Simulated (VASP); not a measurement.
A run of VASP 6.6.1 is set up as follows.

File INCAR:

```
  ALGO = Normal
  EDIFF = 1E-6
  ENCUT = 520
  GGA = PE
  ISIF = 2
  ISMEAR = 0
  LASPH = True
  LCHARG = False
  LREAL = False
  LWAVE = False
  NBANDS = 46
  NELM = 60
  PREC = Accurate
  SIGMA = 0.02
```

The input KPOINTS:

```
k-points
0
Gamma
  6 6 6
```

POSCAR

```
Zn4SeS3
1.0
    5.4598584109      0.0000000000      0.0000000000
    0.0000000000      5.4598584109      0.0000000000
    0.0000000000      0.0000000000      5.4598584109
Zn Se S
4 1 3
Direct
    0.7436060000      0.7436060000      0.7436060000
    0.7436060000      0.2563940000      0.2563940000
    0.2563940000      0.7436060000      0.2563940000
    0.2563940000      0.2563940000      0.7436060000
    0.0000000000      0.0000000000      0.0000000000
    0.5000000000      0.5000000000      0.0000000000
    0.5000000000      0.0000000000      0.5000000000
    0.0000000000      0.5000000000      0.5000000000
```

Potentials or basis: VASP PAW PBE potentials, release 64 (Zn, Se, S).

The run is started by

```console
$ cat potpaw_PBE.64/Zn/POTCAR potpaw_PBE.64/Se/POTCAR potpaw_PBE.64/S/POTCAR > POTCAR
$ mpirun -np 1 vasp_std > vasp.out
```

Estimate the band gap on the k mesh.

1.86 eV.

Predict the largest force.

0.020 eV/Å.

Forces on the atoms (eV/Å):
```
Zn  -0.012 -0.012 -0.012
Zn  -0.012  0.012  0.012
Zn   0.012 -0.012  0.012
Zn   0.012  0.012 -0.012
Se   0.000  0.000  0.000
S    0.000  0.000  0.000
S    0.000  0.000  0.000
S    0.000  0.000  0.000
```
